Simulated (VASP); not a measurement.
# H12CO5 in VASP: further runs, part 2 of 2

VASP 6.6.1. The steps go on from the part before.

### Step 5. Single point, LDA

File INCAR:

```
PREC = Accurate ; ENCUT = 520
EDIFF = 1E-7 ; ISMEAR = -1
SIGMA = 0.05 ; LREAL = Auto
LASPH = True ; NELM = 100
ALGO = Normal ; ISIF = 2
LWAVE = False ; LCHARG = True
LELF = True ; LVHAR = True
NBANDS = 38
```

File KPOINTS:

```
Automatic mesh
0
Gamma
  1 1 1
```

File POSCAR:

```
H12CO5
1.0
    5.7184790000      0.0000000000      0.0000000000
    0.0000000000      5.7184790000      0.0000000000
    0.0000000000      0.0000000000      5.7184790000
O H C
5 12 1
Direct
    0.8501736213      0.7659379356      0.4423728757
    0.1324478065      0.3868860933      0.0790070227
    0.3947378315      0.0375974101      0.9911027041
    0.1833704382      0.6549468836      0.7677566010
    0.6551567296      0.1488507696      0.6294505934
    0.9917147549      0.7331494966      0.5287070216
    0.8878060058      0.8097258030      0.2814034991
    0.2375281959      0.2314251744      0.0786048178
    0.1216582242      0.4566773787      0.2395567073
    0.4775395695      0.1071263880      0.8408354739
    0.3115164015     -0.0944831659      0.9330977695
    0.1576293277      0.5400911676      0.9211540341
    0.2992404099      0.6102147092      0.6643724669
    0.5945636943      0.4775745439      0.5075650361
    0.7185302246     -0.0073096360      0.5842637527
    0.7485207168      0.3222884966      0.2992928714
    0.4539843549      0.2522349037      0.3340923347
    0.6029225604      0.2993453329      0.4302717558
```

On the command line:

```bash
> cat potpaw_LDA.64/O/POTCAR potpaw_LDA.64/H/POTCAR potpaw_LDA.64/C/POTCAR > POTCAR
> mpirun -np 1 vasp_gam > vasp.out
```

Wall time 39 s (1 thread of Intel Xeon 8259CL, shared host); peak memory 0.24 GiB.

It converged, with:

```yaml
Free_energy: -93.7076 eV
Pressure: 0.1 GPa
Largest_force: 3.372 eV/Å
```

Forces in eV/Å, atoms in the order of the input:
```
O   -1.123  0.433 -1.020
O   -0.182 -0.469  2.239
O    1.060  2.427 -0.018
O   -2.448  1.829  1.426
O   -0.625  0.820 -0.548
H    1.275 -0.331  1.360
H   -0.048  0.092  0.120
H   -0.039  0.329 -0.723
H    0.047 -0.645 -0.877
H   -0.083 -0.511  0.850
H   -1.148 -1.845 -0.954
H    0.450 -0.091 -1.219
H    2.411 -1.117 -1.457
H   -0.312 -0.196 -0.137
H    0.210 -0.063 -0.666
H   -0.141 -0.629  0.548
H   -1.546 -0.670 -0.563
C    2.243  0.637  1.639
```

Stress tensor (GPa, compression positive):
```
 3.04  1.06  1.10
 1.06 -0.07  1.25
 1.10  1.25 -2.70
```

Levels at points of the mesh, in eV from the Fermi level:
| k point | band 21 | band 22 | band 23 | band 24 | band 25 | band 26 |
| --- | --- | --- | --- | --- | --- | --- |
| (0.00, 0.00, 0.00) | -2.11 | -1.87 | -1.27 | 2.77 | 5.61 | 6.09 |

Caveat: the k points lie up to 1.10 Å⁻¹ apart; the atoms stand as in a frame of molecular dynamics.

### Step 6. Single point, LDA

File INCAR:

```
SYSTEM = H12CO5
ALGO = Normal
EDIFF = 1E-6
ENCUT = 520
GGA = CA
ISIF = 2
ISMEAR = -1
LASPH = .True.
LCHARG = .False.
LREAL = Auto
LWAVE = .False.
NBANDS = 38
NELM = 80
PREC = Accurate
SIGMA = 0.05
```

File KPOINTS:

```
k-points
0
Gamma
  1 1 1
  0 0 0
```

File POSCAR:

```
H12CO5
1.0
    5.7184790000      0.0000000000      0.0000000000
    0.0000000000      5.7184790000      0.0000000000
    0.0000000000      0.0000000000      5.7184790000
O H C
5 12 1
Direct
    0.9594159566      0.8046894987      0.4629727590
    0.2290119453      0.4286804236      0.0730613857
    0.4187127381      0.0289237750      1.0040257208
    0.2267735879      0.7230594009      0.7756258264
    0.6356585379      0.0819448668      0.6225956238
    1.0550532755      0.7589780429      0.6051784050
    0.8484948533      0.6939082927      0.4088324885
    0.3312943879      0.1819364905      0.0222087027
    0.1350708816      0.4522531254      0.2119794442
    0.5302458923      0.0645451352      0.8472707515
    0.3082288140     -0.1021250581      0.9108191182
    0.2226466163      0.5515452623      0.9401800724
    0.3421539189      0.7326948302      0.6624663656
    0.7720409570      0.4034289537      0.4971251971
    0.7765701334     -0.0155810662      0.5601314615
    0.5352472222      0.2668541757      0.3398456128
    0.4669423460      0.4088324885      0.6054232253
    0.6090080946      0.3003595886      0.5122515970
```

Potentials or basis: VASP PAW LDA potentials, release 64 (O, H, C).

On the command line:

```bash
> cat potpaw_LDA.64/O/POTCAR potpaw_LDA.64/H/POTCAR potpaw_LDA.64/C/POTCAR > POTCAR
> mpirun -np 1 vasp_gam > vasp.out
```

OUTCAR:

```text
SYSTEM = H12CO5
   EDIFF = 1E-6
   ENCUT = 520
   GGA = CA
   ISIF = 2
   ISMEAR = -1
   LASPH = .True.
   LREAL = Auto
   NELM = 80
   PREC = Accurate

 ion  position               nearest neighbor table
   1  0.959  0.805  0.463-   7 0.95   6 1.01
   2  0.229  0.429  0.073-   9 0.97  12 1.04
   3  0.419  0.029  0.004-   8 1.01  11 1.12  10 1.12
   4  0.227  0.723  0.776-  13 0.93  11 1.35  12 1.36   6 1.40
   5  0.636  0.082  0.623-  15 1.04  18 1.41  10 1.42
   6  0.055  0.759  0.605-   1 1.01   4 1.40
   7  0.848  0.694  0.409-   1 0.95
   8  0.331  0.182  0.022-   3 1.01
   9  0.135  0.452  0.212-   2 0.97
  10  0.530  0.065  0.847-   3 1.12   5 1.42
  11  0.308  0.898  0.911-   3 1.12   4 1.35
  12  0.223  0.552  0.940-   2 1.04   4 1.36
  13  0.342  0.733  0.662-   4 0.93
  14  0.772  0.403  0.497-  18 1.11
  15  0.777  0.984  0.560-   5 1.04
  16  0.535  0.267  0.340-  18 1.09
  17  0.467  0.409  0.605-  18 1.15
  18  0.609  0.300  0.512-  16 1.09  14 1.11  17 1.15   5 1.41

  LATTYP: Found a simple cubic cell.
 ALAT       =     5.7184790000

  Lattice vectors:
[... 191 lines left out ...]
 fundamental gap:      4.7475344586
 Fermi energy:        -2.4790705088

 k-point     1 :       0.0000    0.0000    0.0000
  band No.  band energies     occupation
      1     -23.0896      2.00000
      2     -22.4083      2.00000
      3     -22.1074      2.00000
      4     -21.2438      2.00000
      5     -20.8209      2.00000
      6     -13.9843      2.00000
[... 27 lines left out ...]
     34       7.8901      0.00000
     35       8.1562      0.00000
 [bands above 35 left out]

------------------------ aborting loop because EDIFF is reached ----------------------------------------

  FORCE on cell =-STRESS in cart. coord.  units (eV):
  Direction    XX          YY          ZZ          XY          YZ          ZX
  --------------------------------------------------------------------------------------
  -------------------------------------------------------------------------------------
  Total        2.0730713      0.5876755      2.1785467      0.7287820     -1.8023958      1.7273617
  in kB       17.7616470      5.0350827     18.6653379      6.2440536    -15.4425549     14.7996779
  external PRESSURE =      13.8206892 kB  Pullay stress =       0.0000000 kB

 VOLUME and BASIS-vectors are now :
 -----------------------------------------------------------------------------
  energy-cutoff  :      520.00
  volume of cell :      187.00
      direct lattice vectors                 reciprocal lattice vectors
     5.718479000  0.000000000  0.000000000     0.174871675  0.000000000  0.000000000
     0.000000000  5.718479000  0.000000000     0.000000000  0.174871675  0.000000000
     0.000000000  0.000000000  5.718479000     0.000000000  0.000000000  0.174871675

 POSITION                                       TOTAL-FORCE (eV/Angst)
 -----------------------------------------------------------------------------------
      5.48640      4.60160      2.64750        -0.447560      2.009278     -0.916808
      1.30960      2.45140      0.41780         0.481054     -1.509880      0.452052
      2.39440      0.16540      0.02302         0.990124     -0.077603     -1.704610
      1.29680      4.13480      4.43540        -1.744675      0.490484      1.782620
      3.63500      0.46860      3.56030         0.286663     -0.016046      0.735000
      0.31482      4.34020      3.46070         0.328094     -0.538157      0.958158
[... 10 lines left out ...]
      2.67020      2.33790      3.46210         1.031470     -0.758201     -0.254159
      3.48260      1.71760      2.92930        -1.363530      0.396390      0.083384
 -----------------------------------------------------------------------------------
    total drift:                                0.003837     -0.000488      0.007366

  FREE ENERGIE OF THE ION-ELECTRON SYSTEM (eV)
  ---------------------------------------------------
  free  energy   TOTEN  =       -93.9771632707 eV

  energy  without entropy=      -93.9771632707  energy(sigma->0) =      -93.97716327
```

OSZICAR:

```text
N       E                     dE             d eps       ncg     rms          rms(c)
DAV:   1     0.326520091947E+03    0.32652E+03   -0.24466E+04    76   0.109E+03
DAV:   2    -0.740560636592E+02   -0.40058E+03   -0.38392E+03   106   0.272E+02
DAV:   3    -0.103194579773E+03   -0.29139E+02   -0.29008E+02   104   0.789E+01
DAV:   4    -0.103570175782E+03   -0.37560E+00   -0.37521E+00    88   0.100E+01
DAV:   5    -0.103576002306E+03   -0.58265E-02   -0.58164E-02   104   0.118E+00    0.175E+01
DAV:   6    -0.947881948275E+02    0.87878E+01   -0.23156E+01    82   0.234E+01    0.666E+00
DAV:   7    -0.942107031552E+02    0.57749E+00   -0.12057E+00    96   0.502E+00    0.400E+00
DAV:   8    -0.939734462571E+02    0.23726E+00   -0.37492E-01    96   0.357E+00    0.555E-01
DAV:   9    -0.939716069163E+02    0.18393E-02   -0.45685E-02    96   0.124E+00    0.279E-01
DAV:  10    -0.939757249431E+02   -0.41180E-02   -0.63609E-03    88   0.428E-01    0.121E-01
DAV:  11    -0.939763701408E+02   -0.64520E-03   -0.66187E-04    88   0.170E-01    0.781E-02
DAV:  12    -0.939770759259E+02   -0.70579E-03   -0.58627E-04    88   0.114E-01    0.217E-02
DAV:  13    -0.939771351829E+02   -0.59257E-04   -0.37738E-05    96   0.385E-02    0.111E-02
DAV:  14    -0.939771596053E+02   -0.24422E-04   -0.19265E-05    88   0.220E-02    0.675E-03
DAV:  15    -0.939771620136E+02   -0.24083E-05   -0.38014E-06    88   0.140E-02    0.330E-03
DAV:  16    -0.939771631561E+02   -0.11425E-05   -0.16257E-06    72   0.775E-03    0.148E-03
DAV:  17    -0.939771632707E+02   -0.11463E-06   -0.23022E-07    72   0.282E-03
   1 F= -.93977163E+02 E0= -.93977163E+02  d E =-.689665E-10
```

stdout:

```text
POSCAR found type information on POSCAR O H C
 POSCAR found :  3 types and      18 ions
 scaLAPACK will be used
 LDA part: xc-table for (Slater(with rela. corr.)+CA(PZ))
 , standard interpolation
 POSCAR, INCAR and KPOINTS ok, starting setup
 FFT: planning ... GRIDC
 FFT: planning ... GRID_SOFT
 FFT: planning ... GRID
 WAVECAR not read
 entering main loop
```

It took 35 s on 1 thread of Intel Xeon 8259CL, shared host; peak memory 0.24 GiB.

What came out:

```yaml
Free_energy: -93.9772 eV
Pressure: 1.4 GPa
Largest_force: 3.140 eV/Å
```

Forces on the atoms (eV/Å):
```
O   -0.448  2.009 -0.917
O    0.481 -1.510  0.452
O    0.990 -0.078 -1.705
O   -1.745  0.490  1.783
O    0.287 -0.016  0.735
H    0.328 -0.538  0.958
H   -0.775 -1.040 -0.310
H   -0.552  0.854  0.540
H   -0.116  0.391 -0.100
H   -0.227 -0.348  0.830
H   -0.129 -0.268  0.261
H   -0.212  0.398  0.087
H    2.383  0.014 -2.045
H    0.063 -0.199  0.275
H   -0.013  0.007 -0.038
H    0.016  0.195 -0.634
H    1.031 -0.758 -0.254
C   -1.364  0.396  0.083
```

Stress tensor (GPa, compression positive):
```
 1.78  0.62  1.48
 0.62  0.50 -1.54
 1.48 -1.54  1.87
```

Caveat: the k points lie up to 1.10 Å⁻¹ apart; the atoms stand as in a frame of molecular dynamics.

### Step 7. Overview

| cell | pressure (GPa) | largest force (eV/Å) |
| --- | --- | --- |
| as given, atomic positions A | -2.4 | 2.85 |
| as given, atomic positions B | 0.3 | 3.53 |
| as given, atomic positions C | -0.1 | 3.14 |
| as given, atomic positions D | 0.1 | 3.37 |
| as given, atomic positions E | 1.4 | 3.14 |

Alike in all rows: task single point; level LDA; potentials or basis VASP PAW LDA potentials, release 64 (O, H, C); no spin polarisation; k mesh 1 × 1 × 1; cutoff (eV) 520; smearing fermi-dirac 0.05 eV.

Caveats: all runs use coarse meshes; the atoms stand as in a frame of molecular dynamics (at least some runs).

Total energies depend on the potentials used, so only differences within one code and one set of settings carry meaning.
